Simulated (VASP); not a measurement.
Crystal: Pt.

```
Pt
1.0
     0.00000    1.98506    1.98506
     1.98506    0.00000    1.98506
     1.98506    1.98506    0.00000
Pt
1
Cartesian
  0.0000 0.0000 0.0000
```

```yaml
Program: VASP 6.6.1
Task: relaxation of cell and atoms
Functional: LDA
Potentials_or_basis: VASP PAW LDA potentials, release 64 (Pt)
Cutoff: 600 eV
k_mesh: 18 × 18 × 18
Occupations: gaussian, width 0.1 eV
Spin: no spin polarisation
```

At the start: pressure -14.6 GPa; volume 15.64 Å³/atom.

How do energy, volume and symmetry change on relaxing?

Over 7 steps the energy falls by 40.9 meV/atom and the volume is 14.80 Å³/atom (-5.4 %); space group Fm-3m (No. 225, to 0.05 Å).

The path:
| step | energy change (eV) | largest force (eV/Å) | pressure (GPa) | volume (Å³) |
| --- | --- | --- | --- | --- |
| 1 | 0.0000 | 0.0000 | -14.63 | 15.64 |
| 2 | 0.3855 | 0.0000 | 74.13 | 12.63 |
| 3 | -0.0407 | 0.0000 | -1.04 | 14.85 |
| 4 | -0.0409 | 0.0000 | -0.26 | 14.81 |
| 5 | -0.0409 | 0.0000 | 0.08 | 14.80 |
| 6 | -0.0409 | 0.0000 | -0.19 | 14.81 |
| 7 | -0.0409 | 0.0000 | 0.00 | 14.80 |

Final structure:
```cif
data_structure
_symmetry_space_group_name_H-M 'P 1'
_symmetry_Int_Tables_number 1
_cell_length_a 2.7559
_cell_length_b 2.7559
_cell_length_c 2.7559
_cell_angle_alpha 60.000
_cell_angle_beta 60.000
_cell_angle_gamma 60.000
_cell_volume 14.80
loop_
_atom_site_label
_atom_site_type_symbol
_atom_site_fract_x
_atom_site_fract_y
_atom_site_fract_z
_atom_site_occupancy
Pt1 Pt 0.00000 0.00000 0.00000 1
```
